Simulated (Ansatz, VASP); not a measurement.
## Two plane-wave programs on MoS2

The input INCAR:

```
SYSTEM = MoS2
ALGO = Normal
EDIFF = 1E-6
ENCUT = 520
GGA = CA
ISIF = 2
ISMEAR = 0
LASPH = .True.
LCHARG = .False.
LREAL = .False.
LWAVE = .False.
NBANDS = 35
NELM = 80
PREC = Accurate
SIGMA = 0.01
```

KPOINTS

```
k-points
0
Gamma
  6 6 2
  0 0 0
```

POSCAR

```
MoS2
1.0
    3.1730083673      0.0000000000      0.0000000000
   -1.5865041836      2.7479058525      0.0000000000
    0.0000000000      0.0000000000     12.4354192521
Mo S
2 4
Direct
    0.6666666667      0.3333333333      0.2500161476
    0.3333333333      0.6666666667      0.7499838524
    0.3333333333      0.6666666667      0.3751203003
    0.6666666667      0.3333333333      0.8750883708
    0.3333333333      0.6666666667      0.1249116292
    0.6666666667      0.3333333333      0.6248796997
```

Input for Ansatz:

```yaml
crystal:
  lattice:
    - [3.1730083673, 0.0, 0.0]
    - [-1.5865041836, 2.7479058525, 0.0]
    - [0.0, 0.0, 12.4354192521]
  atoms:
    - { symbol: Mo, position: [0.6666666667, 0.3333333333, 0.2500161476] }
    - { symbol: Mo, position: [0.3333333333, 0.6666666667, 0.7499838524] }
    - { symbol: S, position: [0.3333333333, 0.6666666667, 0.3751203003] }
    - { symbol: S, position: [0.6666666667, 0.3333333333, 0.8750883708] }
    - { symbol: S, position: [0.3333333333, 0.6666666667, 0.1249116292] }
    - { symbol: S, position: [0.6666666667, 0.3333333333, 0.6248796997] }
kpoints:
  mp_grid: { grid: [6, 6, 2] }
hamiltonian:
  xc: lda
scf:
  occupations: { method: fixed }
  n_extra_bands: 5
output:
  forces: true
  stress: true
  eigenvalues: true
```

Alike in both runs: task single point; functional LDA; k mesh 6 × 6 × 2; no spin polarisation.

|  | VASP | Ansatz |
| --- | --- | --- |
| version | VASP 6.6.1 | Ansatz 0.2.0 |
| potentials or method | VASP PAW LDA potentials, release 64 (Mo_sv, S) | plane waves |
| plane-wave cutoff (eV) | 520 | 420 |
| occupations | gaussian, width 0.01 eV | fixed |
| valence electrons in the cell | 52 | 52 |

```tsv
	VASP	Ansatz	Ansatz less VASP
gap on the k mesh at the Fermi level (eV)	0.87	0.86	-0.010
pressure (GPa)	-5.1	-5.2	-0.10
traceless stress, the component that is largest in VASP (GPa)	1.01	1.03	+0.028
rms of the force components (eV/Å)	0.142	0.150	+0.0080
```

LDA's correlation is that of Perdew and Zunger in VASP and of Perdew and Wang (1992) in Ansatz. Atom by atom the forces differ by 0.008 eV/Å (rms over components).
